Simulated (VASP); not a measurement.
TaBi (CsCl type), 2 atoms in the cell. The structure is cubic, space group Pm-3m (No. 221). The conventional cell has a = 3.441 Å, b = 3.441 Å, c = 3.441 Å, α = 90.00°, β = 90.00°, γ = 90.00°. Within 3.9 Å of Ta (site symmetry m-3m) lie 8 Bi at 2.98 Å and 6 Ta at 3.44 Å. Within 3.9 Å of Bi (site symmetry m-3m) lie 8 Ta at 2.98 Å and 6 Bi at 3.44 Å. 

* Program: VASP 6.6.1
* Task: single point
* Functional: LDA
* Potentials or basis: VASP PAW LDA potentials, release 64 (Ta_pv, Bi_d)
* Cutoff: 520 eV
* k mesh: 11 × 11 × 11
* Occupations: fermi-dirac, width 0.05 eV
* Spin: no spin polarisation
* Dipole correction: no
* Further INCAR settings: ALGO = Normal; EDIFF = 1e-06; NBANDS = 20

Potentials or basis: VASP PAW LDA potentials, release 64 (Ta_pv, Bi_d).

Launch:

```sh
$ cat potpaw_LDA.64/Ta_pv/POTCAR potpaw_LDA.64/Bi_d/POTCAR > POTCAR
$ mpirun -np 1 vasp_std > vasp.out
```

Hardware: 1 thread of Intel(R) Xeon(R) 6975P-C (Granite Rapids) (shared host).

Question: Estimate the wall time of this run.

Answer: Run time: 23 s on 1 thread of Intel(R) Xeon(R) 6975P-C (Granite Rapids), on a shared host, peak memory 0.17 GiB. Counts: scf iterations 12, k points 56.
